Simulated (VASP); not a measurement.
Write the native input for VASP 6.6.1 that does the following.

* Task: single point
* Functional: PBE
* Potentials or basis: VASP PAW PBE potentials, release 64 (Ba_sv, Zr_sv, O)
* Cutoff: 520 eV
* k mesh: 8 × 8 × 8
* Occupations: gaussian, width 0.05 eV
* Spin: no spin polarisation
* Dipole correction: no
* Further INCAR settings: ALGO = Normal; EDIFF = 1e-06; NBANDS = 28

The structure of BaZrO3 lies in POSCAR:

```
BaZrO3
1.0
    4.2840281803      0.0000000000      0.0000000000
    0.0000000000      4.2840281803      0.0000000000
    0.0000000000      0.0000000000      4.2840281803
Ba Zr O
1 1 3
Direct
    0.0000000000      0.0000000000      0.0000000000
    0.5000000000      0.5000000000      0.5000000000
    0.0000000000      0.5000000000      0.5000000000
    0.5000000000      0.5000000000      0.0000000000
    0.5000000000      0.0000000000      0.5000000000
```

The input as run:

INCAR

```
PREC = Accurate ; ENCUT = 520
EDIFF = 1E-6 ; ISMEAR = 0
SIGMA = 0.05 ; LREAL = F
LASPH = T ; NELM = 80
ALGO = Normal ; ISIF = 2
LWAVE = F ; LCHARG = F
GGA = PE ; NBANDS = 28
```

KPOINTS

```
regular mesh
0
Gamma
  8 8 8
```

Potentials or basis: VASP PAW PBE potentials, release 64 (Ba_sv, Zr_sv, O).

The run is started by

```sh
$ cat potpaw_PBE.64/Ba_sv/POTCAR potpaw_PBE.64/Zr_sv/POTCAR potpaw_PBE.64/O/POTCAR > POTCAR
$ mpirun -np 1 vasp_std > vasp.out
```

It gave:

| Item | Value |
| --- | --- |
| Pressure | -4.7 GPa |
| Band gap on the k mesh | 3.04 eV (least direct gap 3.33 eV) |

Caveat: the cell stands under tension; spin-orbit coupling is left out, which moves the levels of the heavy elements.

It took 63 s on 1 thread of AMD EPYC 7R13 Processor (Zen 3), on a shared host, peak memory 0.2 GiB.
